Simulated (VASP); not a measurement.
Runs of VASP 6.6.1 on ReSb (zincblende type). The structure is that of space group F-43m (No. 216), or close to it. The cells are those of the table. 

```tsv
task	cell	k mesh	cutoff (eV)	smearing	gap on the mesh (eV)	pressure (GPa)
relaxation of cell and atoms	relaxed from a = 4.394 Å, angles 60.0°, 2 atoms	12 × 12 × 12	600	fermi-dirac 0.08 eV	none	0.0
single point	a = 3.889 Å, angles 60.0°, 2 atoms	12 × 12 × 12	520	fermi-dirac 0.08 eV	-	(b)
single point	a = 4.021 Å, angles 60.0°, 2 atoms	12 × 12 × 12	520	fermi-dirac 0.08 eV	none	25.1
single point	a = 3.266 Å, angles 60.0°, 2 atoms	12 × 12 × 12	520	fermi-dirac 0.08 eV	0.16	(c)
single point	a = 3.747 Å, angles 60.0°, 2 atoms	12 × 12 × 12	520	fermi-dirac 0.08 eV	0.18	(a)
single point	a = 4.261 Å, angles 60.0°, 2 atoms	15 × 15 × 15	520	gaussian 0.15 eV	none	-0.2
single point	a = 3.594 Å, angles 60.0°, 2 atoms	12 × 12 × 12	520	fermi-dirac 0.08 eV	0.16	147.6
single point	a = 4.261 Å, angles 60.0°, 2 atoms	12 × 12 × 12	520	fermi-dirac 0.08 eV	none	-0.1
```

Alike in all rows: level PBE; potentials or basis VASP PAW PBE potentials, release 64 (Re, Sb); no spin polarisation.

Task: Fill in the values left out.

Result: (a) 86.5; (b) 48.9; (c) 401.8.

Caveats: spin-orbit coupling is left out, which moves the levels of the heavy elements; the cell stands under pressure (at least some runs); atoms lie so close that the PAW spheres overlap strongly, which falsifies energies and pressures (at least some runs).

A k mesh can miss the band edges, and the runs leave out spin-orbit coupling on Re, Sb.

A gap of «none» marks levels without a gap at the run's occupations.
